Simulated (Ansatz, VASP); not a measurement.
In2TeS: VASP beside Ansatz

```
CELL_PARAMETERS angstrom
5.19089 0.00000 0.00000
-2.59544 4.49544 0.00000
0.00000 0.00000 9.82217
ATOMIC_POSITIONS crystal
In 0.66667 0.33333 0.25826
In 0.66667 0.33333 0.74174
Te 0.00000 0.00000 0.00000
S 0.66667 0.33333 0.00000
```

Alike in both runs: functional PBE; k mesh 6 × 6 × 2; occupations gaussian, width 0.1 eV; no spin polarisation.

Ansatz relaxed the structure, and its values are those at the end. VASP's run is a single point on that final structure, the one shown.

|  | VASP | Ansatz |
| --- | --- | --- |
| version | VASP 6.6.1 | Ansatz 0.2.0 |
| potentials or method | VASP PAW PBE potentials, release 64 (In_d, Te, S), cutoff 520 eV | scalar-relativistic, plane waves, PAW |
| valence electrons in the cell | 38 | 48 |

Ansatz gave:

* gap on the k mesh at the Fermi level (eV): none
* pressure (GPa): 0.1
* rms of the force components (eV/Å): 0.014

Q: Estimate VASP's values.

A: gap on the k mesh at the Fermi level (eV): none; pressure (GPa): 0.1; rms of the force components (eV/Å): 0.012.

A gap of «none» marks a metal or a gap that the smearing closes. VASP's potentials hold 38 valence electrons a cell and Ansatz's 48, so a difference there can come from the potentials and not from the codes.

Spin-orbit coupling is off throughout.
